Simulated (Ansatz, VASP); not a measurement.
# Two plane-wave programs on Sr

```
Sr
1.0
     0.00000    3.03594    3.03594
     3.03594    0.00000    3.03594
     3.03594    3.03594    0.00000
Sr
1
Cartesian
  0.0000 0.0000 0.0000
```

Alike in both runs: task single point; functional PBE; k mesh 10 × 10 × 10; occupations gaussian, width 0.05 eV; no spin polarisation.

|  | VASP | Ansatz |
| --- | --- | --- |
| version | VASP 6.6.1 | Ansatz 0.2.0 |
| potentials or method | VASP PAW PBE potentials, release 64 (Sr_sv), cutoff 500 eV | scalar-relativistic, plane waves, PAW |
| valence electrons in the cell | 10 | 10 |

```csv
,VASP,Ansatz,Ansatz less VASP
gap on the k mesh at the Fermi level (eV),none,none,-
pressure (GPa),-0.3,-0.3,0.00
```

A gap of «none» marks a metal or a gap that the smearing closes.
